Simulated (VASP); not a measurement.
# ZnS (Pm-3m) in VASP: a series of runs

The runs below take ZnS through single point, with PBE, r2SCAN, PBEsol.

All numbers are computed with VASP 6.6.1; they aren't measurements. Logs are shortened: lines on timing, memory, paths and dates and some standing lists are left out, and cuts for length are marked.

### 1 The cell of the first run

It takes space group Pm-3m (No. 221, cubic). Conventional cell: a = 3.179 Å, b = 3.179 Å, c = 3.179 Å, α = 90.00°, β = 90.00°, γ = 90.00°. Zn (site symmetry m-3m) has 8 S at 2.75 Å and 6 Zn at 3.18 Å within 3.6 Å. S (site symmetry m-3m) has 8 Zn at 2.75 Å and 6 S at 3.18 Å within 3.6 Å.

### 2 Single point, PBE

Contents of INCAR:

```
SYSTEM = ZnS
ALGO = Normal ; EDIFF = 1E-6
ENCUT = 520 ; GGA = PE
ISIF = 2 ; ISMEAR = -1
LASPH = .TRUE. ; LCHARG = .FALSE.
LREAL = .FALSE. ; LWAVE = .FALSE.
NBANDS = 16 ; NELM = 100
PREC = Accurate ; SIGMA = 0.02
```

Contents of KPOINTS:

```
k-points
0
G
  6 6 6
  0 0 0
```

Contents of POSCAR:

```
ZnS
1.0
    3.1792338589      0.0000000000      0.0000000000
    0.0000000000      3.1792338589      0.0000000000
    0.0000000000      0.0000000000      3.1792338589
Zn S
1 1
Direct
    0.0000000000      0.0000000000      0.0000000000
    0.5000000000      0.5000000000      0.5000000000
```

Potentials or basis: VASP PAW PBE potentials, release 64 (Zn, S).

On the command line:

```console
> cat potpaw_PBE.64/Zn/POTCAR potpaw_PBE.64/S/POTCAR > POTCAR
> mpirun -np 1 vasp_std > vasp.out
```

OUTCAR:

```text
SYSTEM = ZnS
   EDIFF = 1E-6
   ENCUT = 520
   GGA = PE
   ISIF = 2
   ISMEAR = -1
   LASPH = .TRUE.
   LREAL = .FALSE.
   NELM = 100
   PREC = Accurate

 ion  position               nearest neighbor table
   1  0.000  0.000  0.000-   2 2.75   2 2.75   2 2.75   2 2.75   2 2.75   2 2.75   2 2.75   2 2.75

   2  0.500  0.500  0.500-   1 2.75   1 2.75   1 2.75   1 2.75   1 2.75   1 2.75   1 2.75   1 2.75

  LATTYP: Found a simple cubic cell.
 ALAT       =     3.1792338589

  Lattice vectors:

 A1 = (   3.1792338589,   0.0000000000,   0.0000000000)
 A2 = (   0.0000000000,   3.1792338589,   0.0000000000)
 A3 = (   0.0000000000,   0.0000000000,   3.1792338589)

Analysis of symmetry for initial positions (statically):
=====================================================================
 Subroutine PRICEL returns:
 Original cell was already a primitive cell.

 Routine SETGRP: Setting up the symmetry group for a
 simple cubic supercell.

 Subroutine GETGRP returns: Found 48 space group operations
 (whereof 48 operations were pure point group operations)
 out of a pool of 48 trial point group operations.

The static configuration has the point symmetry O_h .

Analysis of symmetry for dynamics (positions and initial velocities):
=====================================================================
 Subroutine PRICEL returns:
 Original cell was already a primitive cell.

 Routine SETGRP: Setting up the symmetry group for a
 simple cubic supercell.

 Subroutine GETGRP returns: Found 48 space group operations
 (whereof 48 operations were pure point group operations)
 out of a pool of 48 trial point group operations.

The dynamic configuration has the point symmetry O_h .

 Subroutine INISYM returns: Found 48 space group operations
 (whereof 48 operations are pure point group operations),
 and found     1 'primitive' translations

----------------------------------------------------------------------------------------

                                     Primitive cell

  volume of cell :      32.1342

  direct lattice vectors                    reciprocal lattice vectors
     3.179233859  0.000000000  0.000000000     0.314541190  0.000000000  0.000000000
     0.000000000  3.179233859  0.000000000     0.000000000  0.314541190  0.000000000
     0.000000000  0.000000000  3.179233859     0.000000000  0.000000000  0.314541190

  length of vectors
     3.179233859  3.179233859  3.179233859     0.314541190  0.314541190  0.314541190

  position of ions in fractional coordinates (direct lattice)
     0.000000000  0.000000000  0.000000000
     0.500000000  0.500000000  0.500000000

  ion indices of the primitive-cell ions
   primitive index   ion index
                 1           1
                 2           2

----------------------------------------------------------------------------------------

 KPOINTS: k-points

Automatic generation of k-mesh.
 Grid dimensions read from file:
 generate k-points for:    6    6    6

 Generating k-lattice:

  Cartesian coordinates                     Fractional coordinates (reciprocal lattice)
     0.052423532  0.000000000  0.000000000     0.166666667  0.000000000  0.000000000
     0.000000000  0.052423532  0.000000000     0.000000000  0.166666667  0.000000000
     0.000000000  0.000000000  0.052423532     0.000000000  0.000000000  0.166666667

  Length of vectors
     0.052423532  0.052423532  0.052423532

  Shift w.r.t. Gamma in fractional coordinates (k-lattice)
     0.000000000  0.000000000  0.000000000

 Subroutine IBZKPT returns following result:
 ===========================================

 Found     20 irreducible k-points:

 Following reciprocal coordinates:
            Coordinates               Weight
  0.000000  0.000000  0.000000      1.000000
  0.166667  0.000000  0.000000      6.000000
  0.333333  0.000000  0.000000      6.000000
  0.500000  0.000000  0.000000      3.000000
  0.166667  0.166667  0.000000     12.000000
  0.333333  0.166667  0.000000     24.000000
[... 12 lines left out ...]
  0.500000  0.500000  0.333333      6.000000
  0.500000  0.500000  0.500000      1.000000
   k-points           NKPTS =     20   k-points in BZ     NKDIM =     20   number of bands    NBANDS=     16
   number of dos      NEDOS =    301   number of ions     NIONS =      2
   total plane-waves  NPLWV =  13824
   dimension x,y,z NGX =    24 NGY =   24 NGZ =   24
   dimension x,y,z NGXF=    48 NGYF=   48 NGZF=   48
   ions per type =               1   1
   NGX,Y,Z   is equivalent  to a cutoff of  12.55, 12.55, 12.55 a.u.
   NGXF,Y,Z  is equivalent  to a cutoff of  25.10, 25.10, 25.10 a.u.
 SYSTEM =  ZnS
   PREC   = accura    normal or accurate (medium, high low for compatibility)
   ISTART =      0    job   : 0-new  1-cont  2-samecut
   ICHARG =      2    charge: 1-file 2-atom 10-const
   ISPIN  =      1    spin polarized calculation?
   LNONCOLLINEAR =      F non collinear calculations
   LSORBIT =      F    spin-orbit coupling
   LASPH  =      T    aspherical Exc in radial PAW
   ENCUT  =  520.0 eV  38.22 Ry    6.18 a.u.   5.91  5.91  5.91*2*pi/ulx,y,z
   NELM   =    100;   NELMIN=  2; NELMDL= -5     # of ELM steps
   EDIFF  = 0.1E-05   stopping-criterion for ELM
   LREAL  =      F    real-space projection
   EDIFFG = 0.1E-04   stopping-criterion for IOM
   NSW    =      0    number of steps for IOM
   IBRION =     -1    ionic relax: 0-MD 1-quasi-New 2-CG
   NFREE  =      0    steps in history (QN), initial steepest desc. (CG)
   ISIF   =      2    stress and relaxation
   ISYM   =      2    0-nonsym 1-usesym 2-fastsym
   POTIM  = 0.5000    time-step for ionic-motion
   TEBEG  =    0.0;   TEEND  =   0.0 temperature during run
   PSTRESS=    0.0 pullay stress
   NELECT =      18.0000    total number of electrons
   NUPDOWN=      -1.0000    fix difference up-down
   EMIN   =  10.00;   EMAX   =-10.00  energy-range for DOS
   EFERMI =   0.00;   METHOD = LEGACY
   ISMEAR =    -1;   SIGMA  =   0.02  broadening in eV -4-tet -1-fermi 0-gaus
   EFERMI_NEDOS =   21; number of points for ismear=-14 and -15
   IALGO  =     38    algorithm
   IMIX   =      4    mixing-type and parameters
     AMIX     =   0.40;   BMIX     =  1.00
     AMIX_MAG =   1.60;   BMIX_MAG =  1.00
  volume/ion in A,a.u.               =      16.07       108.43
  Fermi-wavevector in a.u.,A,eV,Ry     =   1.349511  2.550207 24.778668  1.821181
  Thomas-Fermi vector in A             =   2.477092
   LORBIT       =      0    0 simple, 1 ext, 2 COOP (PROOUT), +10 PAW based schemes
   GGA     = PE    functional components
   LHFCALC =     F    Hartree Fock is set to
   AEXX    =    0.0000 exact exchange contribution
   IVDW    =     0    specifies the selected vdW correction
   LEPSILON=     F    determine dielectric tensor
   LRPA    =     F    only Hartree local field effects (RPA)
 non-spin polarized calculation
  energy-cutoff  :      520.00
  volume of cell :       32.13
 maximum number of plane-waves:       912
 NGX is ok and might be reduce to    24
   NGX = 11   NGY = 11   NGZ = 11

 number of electron      18.0000036 magnetization

 Free energy of the ion-electron system (eV)
  ---------------------------------------------------
  ext. energy  EPLUGINS =         0.00000000
  ---------------------------------------------------
  free energy    TOTEN  =        -4.90670955 eV

  energy without entropy =       -4.90133630  energy(sigma->0) =       -4.90402292

 E-fermi :   4.9054     XC(G=0): -11.1075

 val. band max:        4.8766574032   @ k =   0.5000   0.0000   0.0000
 cond. band min:       4.9200375196   @ k =   0.5000   0.3333   0.1667
 fundamental gap:      0.0433801164
 Fermi energy:         4.9053812158

 k-point     1 :       0.0000    0.0000    0.0000
  band No.  band energies     occupation
      1      -9.7453      2.00000
      2      -2.2837      2.00000
      3      -2.2837      2.00000
      4      -1.8790      2.00000
      5      -1.8790      2.00000
      6      -1.8790      2.00000
[... 8 lines left out ...]
     15      17.0719      0.00000
     16      19.9484      0.00000

 k-point     2 :       0.1667    0.0000    0.0000
  band No.  band energies     occupation
      1      -9.4656      2.00000
      2      -2.2694      2.00000
      3      -2.2667      2.00000
      4      -1.9415      2.00000
      5      -1.9415      2.00000
      6      -1.8738      2.00000
[... 8 lines left out ...]
     15      16.2109      0.00000
     16      20.0813      0.00000

 k-point     3 :       0.3333    0.0000    0.0000
  band No.  band energies     occupation
      1      -8.7647      2.00000
      2      -2.5769      2.00000
      3      -2.2327      2.00000
      4      -2.0577      2.00000
      5      -2.0577      2.00000
      6      -1.8634      2.00000
[... 8 lines left out ...]
     15      18.2294      0.00000
     16      18.5455      0.00000

 k-point     4 :       0.5000    0.0000    0.0000
  band No.  band energies     occupation
      1      -8.2853      2.00000
      2      -3.2186      2.00000
      3      -2.2157      2.00000
      4      -2.1121      2.00000
      5      -2.1121      2.00000
      6      -1.8582      2.00000
[... 8 lines left out ...]
     15      16.9267      0.00000
     16      20.5481      0.00000
[... 248 lines left out ...]
 k-point    18 :       0.5000    0.3333    0.3333
  band No.  band energies     occupation
      1      -6.8723      2.00000
      2      -2.4950      2.00000
      3      -2.4696      2.00000
      4      -2.0204      2.00000
      5      -1.8809      2.00000
      6      -1.8053      2.00000
[... 8 lines left out ...]
     15      19.4662      0.00000
     16      21.4470      0.00000

 k-point    19 :       0.5000    0.5000    0.3333
  band No.  band energies     occupation
      1      -6.5405      2.00000
      2      -2.5399      2.00000
      3      -2.5399      2.00000
      4      -2.2877      2.00000
      5      -1.8404      2.00000
      6      -1.7357      2.00000
[... 8 lines left out ...]
     15      22.5799      0.00000
     16      22.5799      0.00000

 k-point    20 :       0.5000    0.5000    0.5000
  band No.  band energies     occupation
      1      -6.1621      2.00000
      2      -2.6469      2.00000
      3      -2.6469      2.00000
      4      -2.6469      2.00000
      5      -1.7338      2.00000
      6      -1.7338      2.00000
[... 8 lines left out ...]
     15      24.1819      0.00000
     16      24.4167      0.00000

------------------------ aborting loop because EDIFF is reached ----------------------------------------

  FORCE on cell =-STRESS in cart. coord.  units (eV):
  Direction    XX          YY          ZZ          XY          YZ          ZX
  --------------------------------------------------------------------------------------
  -------------------------------------------------------------------------------------
  Total        0.2205868      0.2205868      0.2205868     -0.0000000     -0.0000000      0.0000000
  in kB       10.9982276     10.9982276     10.9982276     -0.0000000     -0.0000000      0.0000000
  external PRESSURE =      10.9982276 kB  Pullay stress =       0.0000000 kB

 VOLUME and BASIS-vectors are now :
 -----------------------------------------------------------------------------
  energy-cutoff  :      520.00
  volume of cell :       32.13
      direct lattice vectors                 reciprocal lattice vectors
     3.179233859  0.000000000  0.000000000     0.314541190  0.000000000  0.000000000
     0.000000000  3.179233859  0.000000000     0.000000000  0.314541190  0.000000000
     0.000000000  0.000000000  3.179233859     0.000000000  0.000000000  0.314541190

 POSITION                                       TOTAL-FORCE (eV/Angst)
 -----------------------------------------------------------------------------------
      0.00000      0.00000      0.00000         0.000000      0.000000      0.000000
      1.58962      1.58962      1.58962         0.000000      0.000000      0.000000
 -----------------------------------------------------------------------------------
    total drift:                               -0.000000      0.000000     -0.000000

  FREE ENERGIE OF THE ION-ELECTRON SYSTEM (eV)
  ---------------------------------------------------
  free  energy   TOTEN  =        -4.9067095450 eV

  energy  without entropy=       -4.9013363002  energy(sigma->0) =       -4.90402292
```

It took 13 s on 1 thread of Intel Xeon 6975P-C, shared host; peak memory 0.11 GiB.

Results:

```
Free energy            : -4.9067 eV
Pressure               : 1.1 GPa
Band gap on the k mesh : zero (band 9 reaches 4.95 eV, above the bottom of band 10 at 4.16 eV)
```

(Part 1 of 2 ends here.)
